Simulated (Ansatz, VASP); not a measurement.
One calculation of Al2Ru, two programs

File INCAR:

```
SYSTEM = Al2Ru
ALGO = Normal ; EDIFF = 1E-6
ENCUT = 520 ; ISIF = 2
ISMEAR = 0 ; LASPH = .TRUE.
LCHARG = .TRUE. ; LELF = .TRUE.
LREAL = .FALSE. ; LVHAR = .TRUE.
LWAVE = .FALSE. ; NBANDS = 29
NELM = 60 ; PREC = Accurate
SIGMA = 0.03
```

Contents of KPOINTS:

```
k-points
0
G
  10 10 10
  0 0 0
```

File POSCAR:

```
Al2Ru
1.0
    0.0000000000      3.9443309222      4.3363004864
    2.3950812210      0.0000000000      4.3363004864
    2.3950812210      3.9443309222      0.0000000000
Al Ru
4 2
Direct
    0.0788992938      0.4211007062      0.0788992938
    0.4211007062      0.0788992938      0.4211007062
    0.1711007062      0.8288992938      0.1711007062
    0.8288992938      0.1711007062      0.8288992938
    0.7500000000      0.7500000000      0.7500000000
    0.5000000000      0.5000000000      0.5000000000
```

Input for Ansatz:

```yaml
crystal:
  lattice:
    - [0.0, 3.9443309222, 4.3363004864]
    - [2.395081221, 0.0, 4.3363004864]
    - [2.395081221, 3.9443309222, 0.0]
  atoms:
    - { symbol: Al, position: [0.0788992938, 0.4211007062, 0.0788992938] }
    - { symbol: Al, position: [0.4211007062, 0.0788992938, 0.4211007062] }
    - { symbol: Al, position: [0.1711007062, 0.8288992938, 0.1711007062] }
    - { symbol: Al, position: [0.8288992938, 0.1711007062, 0.8288992938] }
    - { symbol: Ru, position: [0.75, 0.75, 0.75] }
    - { symbol: Ru, position: [0.5, 0.5, 0.5] }
basis:
  ecutwfc: 420
kpoints:
  mp_grid: { grid: [10, 10, 10] }
hamiltonian:
  xc: lda
  pseudopotentials: { kind: paw, azcp: { folder: soft_1 } }
scf:
  occupations: { method: gaussian, width: 0.03 }
output:
  forces: true
  stress: true
  eigenvalues: true
```

Change from the starting cell: volume 13.655 Å^3 an atom, stretch along a over the lengths across it, relative to the relaxed cell 1.0306.

Alike in both runs: task single point; functional LDA; k mesh 10 × 10 × 10; occupations gaussian, width 0.03 eV; no spin polarisation.

```csv
,VASP,Ansatz
version,VASP 6.6.1,Ansatz 0.2.0
potentials or method,"VASP PAW LDA potentials, release 64 (Al, Ru_pv), cutoff 520 eV","scalar-relativistic, plane waves, PAW"
valence electrons in the cell,40,44
```

Ansatz gave:

- gap on the k mesh at the Fermi level (eV): 0.22
- least direct gap on the mesh (eV): 1.20
- pressure (GPa): -3.6
- traceless stress, the component that is largest in VASP (GPa): -5.54
- rms of the force components (eV/Å): 0.075

Task: Which values does VASP return?

Result: gap on the k mesh at the Fermi level (eV): 0.22; least direct gap on the mesh (eV): 1.20; pressure (GPa): -3.2; traceless stress, the component that is largest in VASP (GPa): -5.55; rms of the force components (eV/Å): 0.072.

Ansatz warns that its potentials were made for another functional, while VASP's fit it. LDA's correlation is that of Perdew and Zunger in VASP and of Perdew and Wang (1992) in Ansatz. Atom by atom the forces differ by 0.004 eV/Å (rms over components). VASP's potentials hold 40 valence electrons a cell and Ansatz's 44, so a difference there can come from the potentials and not from the codes.
